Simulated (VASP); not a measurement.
## MoW3: single point with PBE

MoW3:

```
Mo W
1.0
     4.44646    0.00000    0.00000
     0.00000    4.44646    0.00000
     0.00000    0.00000    4.44646
Mo W
1 3
Cartesian
  0.0000 0.0000 0.0000
  2.2232 2.2232 0.0000
  0.0000 2.2232 2.2232
  2.2232 0.0000 2.2232
```

```yaml
Program: VASP 6.6.1
Task: single point
Functional: PBE
Potentials_or_basis: VASP PAW PBE potentials, release 64 (Mo_sv, W_sv)
Cutoff: 520 eV
k_mesh: 4 × 4 × 4
Occupations: gaussian, width 0.1 eV
Spin: no spin polarisation
Dipole_correction: no
Further_INCAR_settings: ALGO = Fast; EDIFF = 1e-06; NBANDS = 36
```

- Pressure: -42.8 GPa
- Band gap on the k mesh: zero (band 28 reaches 8.63 eV, above the bottom of band 29 at 6.93 eV)

Levels at points of the mesh, in eV from the Fermi level:
```
           k point  band 26  band 27  band 28  band 29  band 30  band 31
(0.00, 0.00, 0.00)    -0.35     1.55     1.55     2.14     2.14     2.14
(0.50, 0.00, 0.00)    -1.37    -0.05     0.02     0.92     0.92     0.93
(0.50, 0.50, 0.00)    -1.12    -1.09    -1.09     0.42     0.69     0.70
(0.50, 0.50, 0.50)    -0.43    -0.43    -0.43     0.19     0.42     0.42
```

It took 39 s on 1 thread of AMD EPYC 7R13 Processor (Zen 3), with other jobs on the host, peak memory 0.18 GiB.

Caveat: spin-orbit coupling is left out, which moves the levels of the heavy elements.
